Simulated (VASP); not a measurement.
# CaSe in VASP: notebook

CaSe is run at these levels: PBE; tasks: single point.

Everything below comes from runs of VASP 6.6.1. Logs are shortened: lines on timing, memory, paths and dates and some standing lists are left out, and cuts for length are marked.

### Step 1. The cell of the first run

The cell holds a sheet with vacuum, 2 atoms: a = 4.201 Å, b = 4.201 Å, c = 14.000 Å, α = 90.00°, β = 90.00°, γ = 90.00°.

### Step 2. Single point, PBE

Contents of INCAR:

```
ALGO = Normal
DIPOL = 0.5 0.5 0.500
EDIFF = 1E-6
ENCUT = 520
GGA = PE
IDIPOL = 3
ISIF = 2
ISMEAR = 0
LASPH = T
LCHARG = F
LDIPOL = T
LREAL = F
LWAVE = F
NBANDS = 15
NELM = 80
PREC = Accurate
SIGMA = 0.1
```

Contents of KPOINTS:

```
k-points
0
Gamma
  4 4 1
```

Contents of POSCAR:

```
CaSe
1.0
    4.2005510000      0.0000000000      0.0000000000
    0.0000000000      4.2005510000      0.0000000000
    0.0000000000      0.0000000000     14.0000000000
Ca Se
1 1
Direct
    0.5000000000      0.5000000000      0.5000000000
    0.0000000000      0.0000000000      0.5000000000
```

Potentials or basis: VASP PAW PBE potentials, release 64 (Ca_sv, Se).

The run is started by

```bash
cat potpaw_PBE.64/Ca_sv/POTCAR potpaw_PBE.64/Se/POTCAR > POTCAR
mpirun -np 1 vasp_std > vasp.out
```

OUTCAR:

```text
EDIFF = 1E-6
   ENCUT = 520
   GGA = PE
   ISIF = 2
   ISMEAR = 0
   LASPH = T
   LREAL = F
   NELM = 80
   PREC = Accurate

 ion  position               nearest neighbor table
   1  0.500  0.500  0.500-   2 2.97   2 2.97   2 2.97   2 2.97
   2  0.000  0.000  0.500-   1 2.97   1 2.97   1 2.97   1 2.97

  LATTYP: Found a simple tetragonal cell.
 ALAT       =     4.2005510000
 C/A-ratio  =     3.3328960891

  Lattice vectors:

 A1 = (   4.2005510000,   0.0000000000,   0.0000000000)
 A2 = (   0.0000000000,   4.2005510000,   0.0000000000)
 A3 = (   0.0000000000,   0.0000000000,  14.0000000000)

Analysis of symmetry for initial positions (statically):
=====================================================================
 Subroutine PRICEL returns:
 Original cell was already a primitive cell.

 Routine SETGRP: Setting up the symmetry group for a
 simple tetragonal supercell.

 Subroutine GETGRP returns: Found 16 space group operations
 (whereof 16 operations were pure point group operations)
 out of a pool of 16 trial point group operations.

The static configuration has the point symmetry D_4h.

Analysis of symmetry for dynamics (positions and initial velocities):
=====================================================================
 Subroutine PRICEL returns:
 Original cell was already a primitive cell.

 Routine SETGRP: Setting up the symmetry group for a
 simple tetragonal supercell.

 Subroutine GETGRP returns: Found 16 space group operations
 (whereof 16 operations were pure point group operations)
 out of a pool of 16 trial point group operations.

The dynamic configuration has the point symmetry D_4h.

 Subroutine INISYM returns: Found 16 space group operations
 (whereof 16 operations are pure point group operations),
 and found     1 'primitive' translations

----------------------------------------------------------------------------------------

                                     Primitive cell

  volume of cell :     247.0248

  direct lattice vectors                    reciprocal lattice vectors
     4.200551000  0.000000000  0.000000000     0.238064006  0.000000000  0.000000000
     0.000000000  4.200551000  0.000000000     0.000000000  0.238064006  0.000000000
     0.000000000  0.000000000 14.000000000     0.000000000  0.000000000  0.071428571

  length of vectors
     4.200551000  4.200551000 14.000000000     0.238064006  0.238064006  0.071428571

  position of ions in fractional coordinates (direct lattice)
     0.500000000  0.500000000  0.500000000
     0.000000000  0.000000000  0.500000000

  ion indices of the primitive-cell ions
   primitive index   ion index
                 1           1
                 2           2

----------------------------------------------------------------------------------------

 KPOINTS: k-points

Automatic generation of k-mesh.
 Grid dimensions read from file:
 generate k-points for:    4    4    1

 Generating k-lattice:

  Cartesian coordinates                     Fractional coordinates (reciprocal lattice)
     0.059516002  0.000000000  0.000000000     0.250000000  0.000000000  0.000000000
     0.000000000  0.059516002  0.000000000     0.000000000  0.250000000  0.000000000
     0.000000000  0.000000000  0.071428571     0.000000000  0.000000000  1.000000000

  Length of vectors
     0.059516002  0.059516002  0.071428571

  Shift w.r.t. Gamma in fractional coordinates (k-lattice)
     0.000000000  0.000000000  0.000000000

 Subroutine IBZKPT returns following result:
 ===========================================

 Found      6 irreducible k-points:

 Following reciprocal coordinates:
            Coordinates               Weight
  0.000000  0.000000  0.000000      1.000000
  0.250000  0.000000  0.000000      4.000000
  0.500000  0.000000  0.000000      2.000000
  0.250000  0.250000  0.000000      4.000000
  0.500000  0.250000  0.000000      4.000000
  0.500000  0.500000  0.000000      1.000000
   k-points           NKPTS =      6   k-points in BZ     NKDIM =      6   number of bands    NBANDS=     15
   number of dos      NEDOS =    301   number of ions     NIONS =      2
   total plane-waves  NPLWV = 110592
   dimension x,y,z NGX =    32 NGY =   32 NGZ =  108
   dimension x,y,z NGXF=    64 NGYF=   64 NGZF=  216
   ions per type =               1   1
   NGX,Y,Z   is equivalent  to a cutoff of  12.66, 12.66, 12.82 a.u.
   NGXF,Y,Z  is equivalent  to a cutoff of  25.33, 25.33, 25.65 a.u.
 SYSTEM =  unknown system
   PREC   = accura    normal or accurate (medium, high low for compatibility)
   ISTART =      0    job   : 0-new  1-cont  2-samecut
   ICHARG =      2    charge: 1-file 2-atom 10-const
   ISPIN  =      1    spin polarized calculation?
   LNONCOLLINEAR =      F non collinear calculations
   LSORBIT =      F    spin-orbit coupling
   LASPH  =      T    aspherical Exc in radial PAW
   ENCUT  =  520.0 eV  38.22 Ry    6.18 a.u.   7.81  7.81 26.03*2*pi/ulx,y,z
   NELM   =     80;   NELMIN=  2; NELMDL= -5     # of ELM steps
   EDIFF  = 0.1E-05   stopping-criterion for ELM
   LREAL  =      F    real-space projection
   EDIFFG = 0.1E-04   stopping-criterion for IOM
   NSW    =      0    number of steps for IOM
   IBRION =     -1    ionic relax: 0-MD 1-quasi-New 2-CG
   NFREE  =      0    steps in history (QN), initial steepest desc. (CG)
   ISIF   =      2    stress and relaxation
   ISYM   =      2    0-nonsym 1-usesym 2-fastsym
   POTIM  = 0.5000    time-step for ionic-motion
   TEBEG  =    0.0;   TEEND  =   0.0 temperature during run
   PSTRESS=    0.0 pullay stress
   NELECT =      16.0000    total number of electrons
   NUPDOWN=      -1.0000    fix difference up-down
   EMIN   =  10.00;   EMAX   =-10.00  energy-range for DOS
   EFERMI =   0.00;   METHOD = LEGACY
   ISMEAR =     0;   SIGMA  =   0.10  broadening in eV -4-tet -1-fermi 0-gaus
   EFERMI_NEDOS =   21; number of points for ismear=-14 and -15
   IALGO  =     38    algorithm
   IMIX   =      4    mixing-type and parameters
     AMIX     =   0.40;   BMIX     =  1.00
     AMIX_MAG =   1.60;   BMIX_MAG =  1.00
  volume/ion in A,a.u.               =     123.51       833.50
  Fermi-wavevector in a.u.,A,eV,Ry     =   0.657458  1.242415  5.881131  0.432251
  Thomas-Fermi vector in A             =   1.728972
   LORBIT       =      0    0 simple, 1 ext, 2 COOP (PROOUT), +10 PAW based schemes
   GGA     = PE    functional components
   LHFCALC =     F    Hartree Fock is set to
   AEXX    =    0.0000 exact exchange contribution
   IVDW    =     0    specifies the selected vdW correction
   LEPSILON=     F    determine dielectric tensor
   LRPA    =     F    only Hartree local field effects (RPA)
 non-spin polarized calculation
 Gauss-broadening in eV      SIGMA  =   0.10
  energy-cutoff  :      520.00
  volume of cell :      247.02
 maximum number of plane-waves:      6670
 NGX is ok and might be reduce to    32
   NGX = 15   NGY = 15   NGZ = 53

 number of electron      16.0000001 magnetization

 dipolmoment           0.000000      0.000000      0.000000 electrons x Angstroem

 Free energy of the ion-electron system (eV)
  ---------------------------------------------------
  ext. energy  EPLUGINS =         0.00000000
  ---------------------------------------------------
  free energy    TOTEN  =        -8.50564340 eV

  energy without entropy =       -8.50564340  energy(sigma->0) =       -8.50564340

 E-fermi :  -2.5502     XC(G=0):  -2.8697

 val. band max:       -3.0894361427   @ k =   0.5000   0.5000   0.0000
 cond. band min:      -0.7282300879   @ k =   0.0000   0.0000   0.0000
 fundamental gap:      2.3612060547
 Fermi energy:        -2.5501534748

 k-point     1 :       0.0000    0.0000    0.0000
  band No.  band energies     occupation
      1     -43.7198      2.00000
      2     -24.8745      2.00000
      3     -24.6129      2.00000
      4     -24.6129      2.00000
      5     -14.0221      2.00000
      6      -3.9265      2.00000
      7      -3.1853      2.00000
      8      -3.1853      2.00000
      9      -0.7282      0.00000
     10      -0.4755      0.00000
     11       1.1443      0.00000
     12       1.2142      0.00000
     13       1.2691      0.00000
     14       1.3226      0.00000
     15       1.3226      0.00000

 k-point     2 :       0.2500    0.0000    0.0000
  band No.  band energies     occupation
      1     -43.7189      2.00000
      2     -24.8729      2.00000
      3     -24.6383      2.00000
      4     -24.6094      2.00000
      5     -13.8630      2.00000
      6      -4.5894      2.00000
      7      -3.8210      2.00000
      8      -3.5852      2.00000
      9      -0.1718      0.00000
     10       0.5376      0.00000
     11       1.1181      0.00000
     12       1.4274      0.00000
     13       1.6670      0.00000
     14       1.9306      0.00000
     15       2.2453      0.00000

 k-point     3 :       0.5000    0.0000    0.0000
  band No.  band energies     occupation
      1     -43.7179      2.00000
      2     -24.8713      2.00000
      3     -24.6634      2.00000
      4     -24.6059      2.00000
      5     -13.6919      2.00000
      6      -5.4903      2.00000
      7      -3.9011      2.00000
      8      -3.7089      2.00000
      9       0.5579      0.00000
     10       1.2092      0.00000
     11       1.5397      0.00000
     12       1.7517      0.00000
     13       1.9007      0.00000
     14       1.9308      0.00000
     15       3.4427      0.00000

 k-point     4 :       0.2500    0.2500    0.0000
  band No.  band energies     occupation
      1     -43.7179      2.00000
      2     -24.8714      2.00000
      3     -24.6349      2.00000
      4     -24.6304      2.00000
      5     -13.7824      2.00000
      6      -4.7218      2.00000
      7      -4.1021      2.00000
      8      -3.6437      2.00000
      9       0.2242      0.00000
     10       0.7364      0.00000
     11       1.4328      0.00000
     12       1.4785      0.00000
     13       1.5615      0.00000
     14       1.8456      0.00000
     15       2.3495      0.00000

 k-point     5 :       0.5000    0.2500    0.0000
  band No.  band energies     occupation
      1     -43.7170      2.00000
      2     -24.8698      2.00000
      3     -24.6557      2.00000
      4     -24.6270      2.00000
      5     -13.6995      2.00000
      6      -5.0728      2.00000
      7      -4.2576      2.00000
      8      -3.4397      2.00000
      9       0.5483      0.00000
     10       0.7313      0.00000
     11       1.0030      0.00000
     12       2.1118      0.00000
     13       2.2405      0.00000
     14       2.4854      0.00000
     15       3.0187      0.00000

 k-point     6 :       0.5000    0.5000    0.0000
  band No.  band energies     occupation
      1     -43.7160      2.00000
      2     -24.8684      2.00000
      3     -24.6480      2.00000
      4     -24.6480      2.00000
      5     -13.7073      2.00000
      6      -4.5605      2.00000
      7      -4.5605      2.00000
      8      -3.0894      2.00000
      9       0.2314      0.00000
     10       0.2314      0.00000
     11       0.8551      0.00000
     12       1.7364      0.00000
     13       2.1640      0.00000
     14       2.3654      0.00000
     15       3.5711      0.00000

------------------------ aborting loop because EDIFF is reached ----------------------------------------

 vacuum level on the upper side and lower side of the slab       (xc-potential included)        -0.107        -0.107

  FORCE on cell =-STRESS in cart. coord.  units (eV):
  Direction    XX          YY          ZZ          XY          YZ          ZX
  --------------------------------------------------------------------------------------
  -------------------------------------------------------------------------------------
  Total       -2.3377175     -2.3377175     -0.0100427      0.0000000      0.0000000      0.0000000
  in kB      -15.1621944    -15.1621944     -0.0651356      0.0000000      0.0000000      0.0000000
  external PRESSURE =     -10.1298415 kB  Pullay stress =       0.0000000 kB

 VOLUME and BASIS-vectors are now :
 -----------------------------------------------------------------------------
  energy-cutoff  :      520.00
  volume of cell :      247.02
      direct lattice vectors                 reciprocal lattice vectors
     4.200551000  0.000000000  0.000000000     0.238064006  0.000000000  0.000000000
     0.000000000  4.200551000  0.000000000     0.000000000  0.238064006  0.000000000
     0.000000000  0.000000000 14.000000000     0.000000000  0.000000000  0.071428571

 POSITION                                       TOTAL-FORCE (eV/Angst)
 -----------------------------------------------------------------------------------
      2.10028      2.10028      7.00000         0.000000      0.000000      0.000000
      0.00000      0.00000      7.00000         0.000000      0.000000      0.000000
 -----------------------------------------------------------------------------------
    total drift:                               -0.000000      0.000000     -0.000000

  FREE ENERGIE OF THE ION-ELECTRON SYSTEM (eV)
  ---------------------------------------------------
  free  energy   TOTEN  =        -8.5056434038 eV

  energy  without entropy=       -8.5056434038  energy(sigma->0) =       -8.50564340

 vacuum level on the upper side and lower side of the slab         1.464         1.464
```

Run time: 35 s. Hardware: 1 thread of Intel Xeon Platinum 8259CL at 2.50GHz (Skylake/Cascade Lake), shared host; peak memory 0.31 GiB.

Results:

```yaml
Free_energy: -8.5056 eV
Band_gap_on_the_k_mesh: 2.36 eV, indirect (least direct gap 2.46 eV)
```

### Step 3. Single point, PBE

Contents of INCAR:

```
SYSTEM = CaSe
PREC = Accurate
ENCUT = 520
EDIFF = 1E-7
ISMEAR = 0
SIGMA = 0.1
LREAL = .False.
LASPH = .True.
NELM = 60
ALGO = Normal
ISIF = 2
LWAVE = .False.
LCHARG = .True.
LDIPOL = .True.
IDIPOL = 3
DIPOL = 0.5 0.5 0.500
GGA = PE
LELF = .True.
LVHAR = .True.
LVACPOTAV = .True.
NBANDS = 15
```

Contents of KPOINTS:

```
regular mesh
0
Gamma
  4 4 1
  0 0 0
```

POSCAR is that of step 2.

Potentials or basis: VASP PAW PBE potentials, release 64 (Ca_sv, Se).

The run is started by

```bash
cat potpaw_PBE.64/Ca_sv/POTCAR potpaw_PBE.64/Se/POTCAR > POTCAR
mpirun -np 1 vasp_std > vasp.out
```

Run time: 38 s. Hardware: 1 thread of Intel Xeon Platinum 8259CL at 2.50GHz (Skylake/Cascade Lake), shared host; peak memory 0.31 GiB.

It converged, with:

```yaml
Free_energy: -8.5056 eV
Band_gap_on_the_k_mesh: 2.36 eV, indirect (least direct gap 2.46 eV)
```

Levels at points of the mesh, in eV from the valence-band top:
```csv
k point,band 4,band 5,band 6,band 7,band 8,band 9,band 10,band 11,band 12,band 13
"(0.00, 0.00, 0.00)",-21.52,-10.93,-0.84,-0.10,-0.10,2.36,2.61,4.23,4.30,4.36
"(0.50, 0.00, 0.00)",-21.52,-10.60,-2.40,-0.81,-0.62,3.65,4.30,4.63,4.84,4.99
"(0.50, 0.50, 0.00)",-21.56,-10.62,-1.47,-1.47,0.00,3.32,3.32,3.94,4.83,5.25
```

### Step 4. Single point, PBE

This run uses another cell than the first one, of 193.38 Å³/atom, 1.566 times its volume.

Contents of INCAR:

```
  PREC = Accurate
  ENCUT = 520
  EDIFF = 1E-7
  ISMEAR = 0
  SIGMA = 0.1
  LREAL = False
  LASPH = True
  NELM = 60
  ALGO = Normal
  ISIF = 2
  LWAVE = False
  LCHARG = False
  LDIPOL = True
  IDIPOL = 3
  DIPOL = 0.5 0.5 0.294
  GGA = PE
  NBANDS = 15
```

Contents of KPOINTS:

```
regular mesh
0
Gamma
  4 4 1
```

Contents of POSCAR:

```
CaSe
1.0
    4.0311888598      0.0000000000      0.0000000000
    0.0000000000      4.0311888598      0.0000000000
    0.0000000000      0.0000000000     23.8000000000
Ca Se
1 1
Direct
    0.5000000000      0.5000000000      0.2941176471
    0.0000000000      0.0000000000      0.2941176471
```

The run is started by

```bash
cat potpaw_PBE.64/Ca_sv/POTCAR potpaw_PBE.64/Se/POTCAR > POTCAR
mpirun -np 1 vasp_std > vasp.out
```

It took 64 s on 1 thread of Intel Xeon Platinum 8259CL at 2.50GHz (Skylake/Cascade Lake), shared host; peak memory 0.38 GiB.

The run converged. Its results:

- Free energy: -8.6021 eV
- Band gap on the k mesh: 2.48 eV, direct

Levels at points of the mesh, in eV from the valence-band top:
```csv
k point,band 5,band 6,band 7,band 8,band 9,band 10,band 11,band 12
"(0.00, 0.00, 0.00)",-11.15,-1.05,0.00,0.00,2.48,2.57,4.18,4.51
"(0.50, 0.00, 0.00)",-10.68,-2.66,-0.93,-0.82,3.87,4.39,5.04,5.25
"(0.50, 0.50, 0.00)",-10.75,-1.56,-1.56,-0.07,3.40,3.40,4.33,5.35
```
